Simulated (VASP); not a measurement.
# WC (Fm-3m) in VASP: further runs

The runs below take WC through relaxation of cell and atoms, with PBEsol.

Program: VASP 6.6.1. These are calculated values, not measurements. Logs are shortened: lines on timing, memory, paths and dates and some standing lists are left out, and cuts for length are marked.

## (1) The cell of the first run

Symmetry: Fm-3m, No. 225, cubic system. The conventional cell has a = 4.385 Å, b = 4.385 Å, c = 4.385 Å, α = 90.00°, β = 90.00°, γ = 90.00°. Within 2.9 Å of W (site symmetry m-3m) lie 6 C at 2.19 Å. C (site symmetry m-3m) has 6 W at 2.19 Å within 2.9 Å.

## (2) Relaxation of cell and atoms, PBEsol, target pressure 5 GPa, at which the enthalpy is minimised

The input, INCAR:

```
PREC     = Accurate       # precision mode
ENCUT    = 600            # plane-wave cutoff, eV
EDIFF    = 1E-7           # SCF threshold, eV
ISMEAR   = 1              # smearing method
SIGMA    = 0.1            # smearing width, eV
LREAL    = False          # projectors in reciprocal space
LASPH    = True           # aspherical terms in the spheres
NELM     = 60             # most SCF steps
ALGO     = Normal         # electronic algorithm
ISIF     = 3              # what is computed and relaxed
LWAVE    = False          # write WAVECAR
LCHARG   = False          # write CHGCAR
GGA      = PS             # functional
IBRION   = 2              # ionic algorithm
NSW      = 80             # ionic steps
EDIFFG   = -0.02          # ionic threshold
PSTRESS  = 50.0
```

The input, KPOINTS:

```
regular mesh
0
Gamma
  11 11 11
```

The input, POSCAR:

```
WC
1.0
    0.0000000000      2.1926840000      2.1926840000
    2.1926840000      0.0000000000      2.1926840000
    2.1926840000      2.1926840000      0.0000000000
W C
1 1
Direct
    0.0000000000      0.0000000000      0.0000000000
    0.5000000000      0.5000000000      0.5000000000
```

Potentials or basis: VASP PAW PBE potentials, release 64 (W_sv, C).

Run with:

```
cat potpaw_PBE.64/W_sv/POTCAR potpaw_PBE.64/C/POTCAR > POTCAR
mpirun -np 1 vasp_std > vasp.out
```

OUTCAR:

```text
PREC = Accurate
   ENCUT = 600
   EDIFF = 1E-7
   ISMEAR = 1
   LREAL = False
   LASPH = True
   NELM = 60
   ISIF = 3
   GGA = PS
   IBRION = 2
   NSW = 80
   EDIFFG = -0.02
   PSTRESS = 50.0

 ion  position               nearest neighbor table
   1  0.000  0.000  0.000-   2 2.19   2 2.19   2 2.19   2 2.19   2 2.19   2 2.19
   2  0.500  0.500  0.500-   1 2.19   1 2.19   1 2.19   1 2.19   1 2.19   1 2.19

  LATTYP: Found a face centered cubic cell.
 ALAT       =     4.3853680000

  Lattice vectors:

 A1 = (   0.0000000000,   2.1926840000,   2.1926840000)
 A2 = (   2.1926840000,   0.0000000000,   2.1926840000)
 A3 = (   2.1926840000,   2.1926840000,   0.0000000000)

Analysis of symmetry for initial positions (statically):
=====================================================================
 Subroutine PRICEL returns:
 Original cell was already a primitive cell.

 Routine SETGRP: Setting up the symmetry group for a
 face centered cubic supercell.

 Subroutine GETGRP returns: Found 48 space group operations
 (whereof 48 operations were pure point group operations)
 out of a pool of 48 trial point group operations.

The static configuration has the point symmetry O_h .

Analysis of symmetry for dynamics (positions and initial velocities):
=====================================================================
 Subroutine PRICEL returns:
 Original cell was already a primitive cell.

 Routine SETGRP: Setting up the symmetry group for a
 face centered cubic supercell.

 Subroutine GETGRP returns: Found 48 space group operations
 (whereof 48 operations were pure point group operations)
 out of a pool of 48 trial point group operations.

The dynamic configuration has the point symmetry O_h .

 Subroutine INISYM returns: Found 48 space group operations
 (whereof 48 operations are pure point group operations),
 and found     1 'primitive' translations

----------------------------------------------------------------------------------------

                                     Primitive cell

  volume of cell :      21.0842

  direct lattice vectors                    reciprocal lattice vectors
     0.000000000  2.192684000  2.192684000    -0.228031034  0.228031034  0.228031034
     2.192684000  0.000000000  2.192684000     0.228031034 -0.228031034  0.228031034
     2.192684000  2.192684000  0.000000000     0.228031034  0.228031034 -0.228031034

  length of vectors
[... 94 lines left out ...]
   NUPDOWN=      -1.0000    fix difference up-down
   EMIN   =  10.00;   EMAX   =-10.00  energy-range for DOS
   EFERMI =   0.00;   METHOD = LEGACY
   ISMEAR =     1;   SIGMA  =   0.10  broadening in eV -4-tet -1-fermi 0-gaus
   EFERMI_NEDOS =   21; number of points for ismear=-14 and -15
   IALGO  =     38    algorithm
   IMIX   =      4    mixing-type and parameters
     AMIX     =   0.40;   BMIX     =  1.00
     AMIX_MAG =   1.60;   BMIX_MAG =  1.00
  volume/ion in A,a.u.               =      10.54        71.14
  Fermi-wavevector in a.u.,A,eV,Ry     =   1.553029  2.934800 32.815887  2.411900
  Thomas-Fermi vector in A             =   2.657319
   LORBIT       =      0    0 simple, 1 ext, 2 COOP (PROOUT), +10 PAW based schemes
   GGA     = PS    functional components
   LHFCALC =     F    Hartree Fock is set to
   AEXX    =    0.0000 exact exchange contribution
   IVDW    =     0    specifies the selected vdW correction
   LEPSILON=     F    determine dielectric tensor
   LRPA    =     F    only Hartree local field effects (RPA)
 conjugate gradient relaxation of ions
 non-spin polarized calculation
 Methfessel and Paxton  Order N= 1 SIGMA  =   0.10
  energy-cutoff  :      600.00
  volume of cell :       21.08
 maximum number of plane-waves:       725
 NGX is ok and might be reduce to    28
   NGX = 13   NGY = 13   NGZ = 13

--------------------------------------- Ionic step        1  -------------------------------------------

 number of electron      18.0000001 magnetization

 Free energy of the ion-electron system (eV)
  ---------------------------------------------------
  ext. energy  EPLUGINS =         0.00000000
  ---------------------------------------------------
  free energy    TOTEN  =       -22.96908965 eV

  energy without entropy =      -22.96947283  energy(sigma->0) =      -22.96921737

------------------------ aborting loop because EDIFF is reached ----------------------------------------

  FORCE on cell =-STRESS in cart. coord.  units (eV):
  Direction    XX          YY          ZZ          XY          YZ          ZX
  --------------------------------------------------------------------------------------
  -------------------------------------------------------------------------------------
  Total       -1.1990398     -1.1990398     -1.1990398      0.0000000      0.0000000      0.0000000
  in kB      -91.1141927    -91.1141927    -91.1141927      0.0000000      0.0000000      0.0000000
  external PRESSURE =    -141.1141927 kB  Pullay stress =      50.0000000 kB
[... 101 lines left out ...]
--------------------------------------- Ionic step        4  -------------------------------------------

 number of electron      18.0000000 magnetization

 Free energy of the ion-electron system (eV)
  ---------------------------------------------------
  ext. energy  EPLUGINS =         0.00000000
  ---------------------------------------------------
  free energy    TOTEN  =       -22.98019262 eV

  energy without entropy =      -22.98080237  energy(sigma->0) =      -22.98039587

 E-fermi :  12.8250     XC(G=0): -14.0477

 val. band max:       12.8031022266   @ k =  -0.2727   0.4545   0.1818
 cond. band min:      12.8275696852   @ k =   0.2727   0.2727   0.0000
 fundamental gap:      0.0244674585
 Fermi energy:        12.8250054301

 k-point     1 :       0.0000    0.0000    0.0000
  band No.  band energies     occupation
      1     -62.5273      2.00000
      2     -26.5203      2.00000
      3     -26.5203      2.00000
      4     -26.5203      2.00000
      5      -3.2800      2.00000
      6       9.9188      2.00000
      7       9.9188      2.00000
      8       9.9188      2.00000
      9      11.7289      2.00000
     10      11.7289      2.00000
     11      11.7289      2.00000
     12      11.8146      2.00000
     13      11.8146      2.00000
[... 354 lines left out ...]
  band No.  band energies     occupation
      1     -62.4976      2.00000
      2     -26.8953      2.00000
      3     -26.6738      2.00000
      4     -26.5529      2.00000
      5      -1.0335      2.00000
      6       5.7246      2.00000
      7       6.8980      2.00000
      8       7.2505      2.00000
      9      11.2791      2.00000
     10      13.4384     -0.00000
     11      14.0945     -0.00000
     12      15.5127      0.00000
     13      20.1234      0.00000

 [... further k-points ...]
[... 5 lines left out ...]
  --------------------------------------------------------------------------------------
  -------------------------------------------------------------------------------------
  Total        0.6244592      0.6244592      0.6244592      0.0000000      0.0000000      0.0000000
  in kB       49.2394638     49.2394638     49.2394638      0.0000000      0.0000000      0.0000000
  external PRESSURE =      -0.7605362 kB  Pullay stress =      50.0000000 kB
[... 21 lines left out ...]
  energy  without entropy=      -22.9808023684  energy(sigma->0) =      -22.98039587

  enthalpy is  TOTEN    =       -22.3460882509 eV   P V=        0.6341043693

 reached required accuracy - stopping structural energy minimisation
```

OSZICAR:

```text
N       E                     dE             d eps       ncg     rms          rms(c)
DAV:   1     0.119112836483E+03    0.11911E+03   -0.10571E+04  1464   0.169E+03
[... 34 lines left out ...]
       N       E                     dE             d eps       ncg     rms          rms(c)
DAV:   1    -0.229804320613E+02    0.51352E-03   -0.56689E-03  1546   0.111E+00    0.221E-01
DAV:   2    -0.229802282808E+02    0.20378E-03   -0.59707E-04  1646   0.293E-01    0.444E-02
DAV:   3    -0.229801975539E+02    0.30727E-04   -0.62203E-05  1656   0.635E-02    0.160E-02
DAV:   4    -0.229801919065E+02    0.56474E-05   -0.17440E-05  1781   0.505E-02    0.177E-02
DAV:   5    -0.229801926292E+02   -0.72265E-06   -0.80683E-07  1596   0.111E-02    0.108E-03
DAV:   6    -0.229801926202E+02    0.89167E-08   -0.98424E-08   999   0.254E-03
   4 F= -.22346088E+02 E0= -.22346292E+02  d E =-.349860E-01
```

It took 29 s on 1 thread of Intel Xeon 6975P-C (Granite Rapids), shared host; peak memory 0.18 GiB.

Results:

- Free energy: -22.9802 eV
- Relaxed volume: 10.16 Å³/atom
- Relaxed cell: a = 3.063 Å, b = 3.063 Å, c = 3.063 Å, α = 60.00°, β = 60.00°, γ = 60.00°
- Space group after relaxing (to 0.05 Å): Fm-3m (No. 225)
- Energy change on relaxing (the enthalpy is what falls): -5.6 meV/atom
- Ionic steps: 4
- Pressure after relaxing: 4.9 GPa

The path:
```tsv
step	energy change (eV)	largest force (eV/Å)	pressure (GPa)	volume (Å³)
1	0.0000	0.0000	-9.11	21.08
2	0.3327	0.0000	56.11	18.38
3	-0.0119	0.0000	4.41	20.34
4	-0.0111	0.0000	4.92	20.32
```

Final structure:
```
W C
1.0
     0.00000    2.16583    2.16583
     2.16583    0.00000    2.16583
     2.16583    2.16583    0.00000
W C
1 1
Direct
  0.00000 0.00000 0.00000
  0.50000 0.50000 0.50000
```

Levels at points of the mesh, in eV from the Fermi level:
| k point | band 5 | band 6 | band 7 | band 8 | band 9 | band 10 | band 11 | band 12 | band 13 |
| --- | --- | --- | --- | --- | --- | --- | --- | --- | --- |
| (0.00, 0.00, 0.00) | -16.11 | -2.91 | -2.91 | -2.91 | -1.10 | -1.10 | -1.10 | -1.01 | -1.01 |

Caveat: the cell is relaxed towards a set pressure, so the enthalpy falls and the energy may rise; the bands computed are all filled at some k points, so no gap is given; the PAW data sets were made with another functional, which shifts forces and pressure a little; spin-orbit coupling is left out, which moves the levels of the heavy elements.

## (3) Relaxation of cell and atoms, PBEsol, target pressure 10 GPa, at which the enthalpy is minimised

The input, INCAR:

```
SYSTEM = WC
PREC     = Accurate       ! precision mode
ENCUT    = 600            ! plane-wave cutoff, eV
EDIFF    = 1E-6           ! SCF threshold, eV
ISMEAR   = 1              ! smearing method
SIGMA    = 0.1            ! smearing width, eV
LREAL    = .False.        ! projectors in reciprocal space
LASPH    = .True.         ! aspherical terms in the spheres
NELM     = 100            ! most SCF steps
ALGO     = Normal         ! electronic algorithm
ISIF     = 3              ! what is computed and relaxed
LWAVE    = .False.        ! write WAVECAR
LCHARG   = .False.        ! write CHGCAR
GGA      = PS             ! functional
IBRION   = 2              ! ionic algorithm
NSW      = 80             ! ionic steps
EDIFFG   = -0.02          ! ionic threshold
PSTRESS  = 100.0
```

The input, KPOINTS:

```
Automatic mesh
0
Gamma
  11 11 11
  0 0 0
```

POSCAR is that of step 2.

Potentials or basis: VASP PAW PBE potentials, release 64 (W_sv, C).

Run with:

```
cat potpaw_PBE.64/W_sv/POTCAR potpaw_PBE.64/C/POTCAR > POTCAR
mpirun -np 1 vasp_std > vasp.out
```

OUTCAR:

```text
SYSTEM = WC
   PREC = Accurate
   ENCUT = 600
   EDIFF = 1E-6
   ISMEAR = 1
   LREAL = .False.
   LASPH = .True.
   NELM = 100
   ISIF = 3
   GGA = PS
   IBRION = 2
   NSW = 80
   EDIFFG = -0.02
   PSTRESS = 100.0

 ion  position               nearest neighbor table
   1  0.000  0.000  0.000-   2 2.19   2 2.19   2 2.19   2 2.19   2 2.19   2 2.19
   2  0.500  0.500  0.500-   1 2.19   1 2.19   1 2.19   1 2.19   1 2.19   1 2.19

  LATTYP: Found a face centered cubic cell.
 ALAT       =     4.3853680000

  Lattice vectors:

 A1 = (   0.0000000000,   2.1926840000,   2.1926840000)
 A2 = (   2.1926840000,   0.0000000000,   2.1926840000)
 A3 = (   2.1926840000,   2.1926840000,   0.0000000000)

Analysis of symmetry for initial positions (statically):
=====================================================================
 Subroutine PRICEL returns:
 Original cell was already a primitive cell.

 Routine SETGRP: Setting up the symmetry group for a
 face centered cubic supercell.

 Subroutine GETGRP returns: Found 48 space group operations
 (whereof 48 operations were pure point group operations)
 out of a pool of 48 trial point group operations.

The static configuration has the point symmetry O_h .

Analysis of symmetry for dynamics (positions and initial velocities):
=====================================================================
 Subroutine PRICEL returns:
 Original cell was already a primitive cell.

 Routine SETGRP: Setting up the symmetry group for a
 face centered cubic supercell.

 Subroutine GETGRP returns: Found 48 space group operations
 (whereof 48 operations were pure point group operations)
 out of a pool of 48 trial point group operations.

The dynamic configuration has the point symmetry O_h .

 Subroutine INISYM returns: Found 48 space group operations
 (whereof 48 operations are pure point group operations),
 and found     1 'primitive' translations

----------------------------------------------------------------------------------------

                                     Primitive cell

  volume of cell :      21.0842

[... 125 lines left out ...]
 NGX is ok and might be reduce to    28
   NGX = 13   NGY = 13   NGZ = 13

--------------------------------------- Ionic step        1  -------------------------------------------

 number of electron      18.0000001 magnetization

 Free energy of the ion-electron system (eV)
  ---------------------------------------------------
  ext. energy  EPLUGINS =         0.00000000
  ---------------------------------------------------
  free energy    TOTEN  =       -22.96908965 eV

  energy without entropy =      -22.96947282  energy(sigma->0) =      -22.96921737

------------------------ aborting loop because EDIFF is reached ----------------------------------------

  FORCE on cell =-STRESS in cart. coord.  units (eV):
  Direction    XX          YY          ZZ          XY          YZ          ZX
  --------------------------------------------------------------------------------------
  -------------------------------------------------------------------------------------
  Total       -1.1988115     -1.1988115     -1.1988115     -0.0000000     -0.0000000      0.0000000
  in kB      -91.0968449    -91.0968449    -91.0968449     -0.0000000     -0.0000000      0.0000000
  external PRESSURE =    -191.0968449 kB  Pullay stress =     100.0000000 kB
[... 101 lines left out ...]
--------------------------------------- Ionic step        4  -------------------------------------------

 number of electron      17.9999999 magnetization

 Free energy of the ion-electron system (eV)
  ---------------------------------------------------
  ext. energy  EPLUGINS =         0.00000000
  ---------------------------------------------------
  free energy    TOTEN  =       -22.96959676 eV

  energy without entropy =      -22.97028059  energy(sigma->0) =      -22.96982470

 E-fermi :  13.0067     XC(G=0): -14.1121

 val. band max:       12.9836979636   @ k =  -0.2727   0.4545   0.1818
 cond. band min:      13.0142580650   @ k =   0.2727   0.2727   0.0000
 fundamental gap:      0.0305601013
 Fermi energy:        13.0066700746

 k-point     1 :       0.0000    0.0000    0.0000
  band No.  band energies     occupation
      1     -62.3394      2.00000
      2     -26.3310      2.00000
      3     -26.3310      2.00000
      4     -26.3310      2.00000
      5      -3.2012      2.00000
      6      10.0541      2.00000
      7      10.0541      2.00000
      8      10.0541      2.00000
      9      11.8869      2.00000
     10      11.8869      2.00000
     11      11.8869      2.00000
     12      11.9844      2.00000
     13      11.9844      2.00000
[... 354 lines left out ...]
  band No.  band energies     occupation
      1     -62.3080      2.00000
      2     -26.7230      2.00000
      3     -26.4912      2.00000
      4     -26.3648      2.00000
      5      -0.9218      2.00000
      6       5.8310      2.00000
      7       7.0040      2.00000
      8       7.3632      2.00000
      9      11.4345      2.00000
     10      13.6350     -0.00000
     11      14.2809     -0.00000
     12      15.7481      0.00000
     13      20.3997      0.00000

 [... further k-points ...]
[... 5 lines left out ...]
  --------------------------------------------------------------------------------------
  -------------------------------------------------------------------------------------
  Total        1.2234483      1.2234483      1.2234483      0.0000000      0.0000000     -0.0000000
  in kB       97.5852494     97.5852494     97.5852494      0.0000000      0.0000000     -0.0000000
  external PRESSURE =      -2.4147506 kB  Pullay stress =     100.0000000 kB
[... 21 lines left out ...]
  energy  without entropy=      -22.9702805908  energy(sigma->0) =      -22.96982470

  enthalpy is  TOTEN    =       -21.7158742215 eV   P V=        1.2537225367

 reached required accuracy - stopping structural energy minimisation
```

OSZICAR:

```text
N       E                     dE             d eps       ncg     rms          rms(c)
DAV:   1     0.119112836483E+03    0.11911E+03   -0.10571E+04  1464   0.169E+03
[... 33 lines left out ...]
       N       E                     dE             d eps       ncg     rms          rms(c)
DAV:   1    -0.229702949871E+02    0.18494E-02   -0.16734E-02  1546   0.191E+00    0.383E-01
DAV:   2    -0.229697005435E+02    0.59444E-03   -0.16963E-03  1641   0.497E-01    0.771E-02
DAV:   3    -0.229696115975E+02    0.88946E-04   -0.17225E-04  1656   0.110E-01    0.264E-02
DAV:   4    -0.229695955208E+02    0.16077E-04   -0.47046E-05  1786   0.830E-02    0.305E-02
DAV:   5    -0.229695968044E+02   -0.12836E-05   -0.22461E-06  1372   0.189E-02    0.175E-03
DAV:   6    -0.229695967582E+02    0.46236E-07   -0.34490E-07   733   0.563E-03
   4 F= -.21715874E+02 E0= -.21716102E+02  d E =-.627593E-01
```

Run time: 28 s. Hardware: 1 thread of Intel Xeon 6975P-C (Granite Rapids), shared host; peak memory 0.19 GiB.

Results:

```
Free energy                                            : -22.9696 eV
Relaxed volume                                         : 10.04 Å³/atom
Relaxed cell                                           : a = 3.051 Å, b = 3.051 Å, c = 3.051 Å, α = 60.00°, β = 60.00°, γ = 60.00°
Space group after relaxing (to 0.05 Å)                 : Fm-3m (No. 225)
Energy change on relaxing (the enthalpy is what falls) : -0.3 meV/atom
Ionic steps                                            : 4
Pressure after relaxing                                : 9.8 GPa
```

The path:
```tsv
step	energy change (eV)	largest force (eV/Å)	pressure (GPa)	volume (Å³)
1	0.0000	0.0000	-9.11	21.08
2	0.7402	0.0000	90.28	17.48
3	-0.0031	0.0000	8.88	20.13
4	-0.0005	0.0000	9.76	20.09
```

Final structure:
```
W C
1.0
     0.00000    2.15755    2.15755
     2.15755    0.00000    2.15755
     2.15755    2.15755    0.00000
W C
1 1
Direct
  0.00000 0.00000 0.00000
  0.50000 0.50000 0.50000
```

Caveat: the cell is relaxed towards a set pressure, so the enthalpy falls and the energy may rise; the bands computed are all filled at some k points, so no gap is given; the PAW data sets were made with another functional, which shifts forces and pressure a little; spin-orbit coupling is left out, which moves the levels of the heavy elements.
